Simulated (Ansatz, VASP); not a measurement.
## Two plane-wave programs on HfB2

The input INCAR:

```
ALGO     = Normal         # electronic algorithm
EDIFF    = 1E-6           # SCF threshold, eV
ENCUT    = 520            # plane-wave cutoff, eV
GGA      = PE             # functional
ISIF     = 2              # what is computed and relaxed
ISMEAR   = 0              # smearing method
LASPH    = True           # aspherical terms in the spheres
LCHARG   = False          # write CHGCAR
LREAL    = False          # projectors in reciprocal space
LWAVE    = False          # write WAVECAR
NBANDS   = 15             # bands
NELM     = 100            # most SCF steps
PREC     = Accurate       # precision mode
SIGMA    = 0.1            # smearing width, eV
```

Contents of KPOINTS:

```
k-points
0
Gamma
  13 13 10
```

The input POSCAR:

```
HfB2
1.0
    3.1400000000     -0.0392500000      0.0000000000
   -1.6039915000      2.7389450000      0.0000000000
    0.0000000000      0.0000000000      3.4800000000
Hf B
1 2
Direct
    0.0000000000      0.0000000000      0.0000000000
    0.3333333333      0.6666666667      0.5000000000
    0.6666666667      0.3333333333      0.5000000000
```

Input for Ansatz:

```yaml
crystal:
  lattice:
    - [3.14, -0.03925000000000001, 0.0]
    - [-1.6039915, 2.738945, 0.0]
    - [0.0, 0.0, 3.48]
  atoms:
    - { symbol: Hf, position: [0.0, 0.0, 0.0] }
    - { symbol: B, position: [0.3333333333333333, 0.6666666666666666, 0.5] }
    - { symbol: B, position: [0.6666666666666666, 0.3333333333333333, 0.5] }
basis:
  ecutwfc: 520.0
kpoints:
  mp_grid:
    grid: [13, 13, 10]
hamiltonian:
  xc: pbe
scf:
  mixing:
    algorithm: broyden
  occupations:
    method: gaussian
output:
  stress: true
```

Alike in both runs: task single point; functional PBE; k mesh 13 × 13 × 10; no spin polarisation.

```csv
,VASP,Ansatz
version,VASP 6.6.1,Ansatz 0.2.0
potentials or method,"VASP PAW PBE potentials, release 64 (Hf_pv, B), cutoff 520 eV","plane waves, PAW"
occupations,"gaussian, width 0.1 eV",gaussian
valence electrons in the cell,16,32
```

Ansatz gave:

* pressure (GPa): 1.5
* traceless stress, the component that is largest in VASP (GPa): 6.74

What did VASP give for the same quantities?

Pressure (GPa): 1.1; traceless stress, the component that is largest in VASP (GPa): 6.78.

VASP's potentials hold 16 valence electrons a cell and Ansatz's 32, so a difference there can come from the potentials and not from the codes.

Neither program's run includes spin-orbit coupling.
